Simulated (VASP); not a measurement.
Write the native input for VASP 6.6.1 that does the following.

```yaml
Task: single point
Functional: PBE
Potentials_or_basis: VASP PAW PBE potentials, release 64 (Ga_d, As)
Cutoff: 500 eV
k_mesh: 6 × 4 × 4
Occupations: gaussian, width 0.2 eV
Spin: no spin polarisation
Dipole_correction: no
Further_INCAR_settings: ALGO = Normal; EDIFF = 1e-06; NBANDS = 58
```

The structure of Ga7As lies in POSCAR:

```
Ga7As
1.0
    4.4289360933      0.0000000000     -0.0000619121
    0.0000000000      5.0487167700      0.0000000000
   -0.0525780217      0.0000000000      7.4398397088
Ga As
7 1
Direct
    0.0870821623      0.0000000000      0.8347335119
    0.4004946582      1.0000000000      0.3467276205
    0.5849086442      0.0000000000      0.6671051172
    0.8704637151      0.5000000000      0.6554507130
    0.1441290736      0.5000000000      0.3516087633
    0.3748255190      0.5000000000      0.8377842915
    0.6343119613      0.5000000000      0.1473343299
    0.9037842665      0.0000000000      0.1592556525
```

The input as run:

INCAR

```
PREC     = Accurate       # precision mode
ENCUT    = 500            # plane-wave cutoff, eV
EDIFF    = 1E-6           # SCF threshold, eV
ISMEAR   = 0              # smearing method
SIGMA    = 0.2            # smearing width, eV
LREAL    = F              # projectors in reciprocal space
LASPH    = T              # aspherical terms in the spheres
NELM     = 120            # most SCF steps
ALGO     = Normal         # electronic algorithm
ISIF     = 2              # what is computed and relaxed
LWAVE    = F              # write WAVECAR
LCHARG   = F              # write CHGCAR
GGA      = PE             # functional
NBANDS   = 58             # bands
GGA_COMPAT= F
```

KPOINTS

```
Automatic mesh
0
Gamma
  6 4 4
```

Potentials or basis: VASP PAW PBE potentials, release 64 (Ga_d, As).

Command:

```sh
$ cat potpaw_PBE.64/Ga_d/POTCAR potpaw_PBE.64/As/POTCAR > POTCAR
$ mpirun -np 1 vasp_std > vasp.out
```

Results of the run:

```yaml
Pressure: 0.4 GPa
Largest_force: 0.182 eV/Å
Band_gap_on_the_k_mesh: zero (bands 48 and 49 overlap by 3.51 eV)
```

Run time: 10 min on 1 thread of Oxide Virtual Turin-like Processor, on a shared host, peak memory 0.4 GiB.
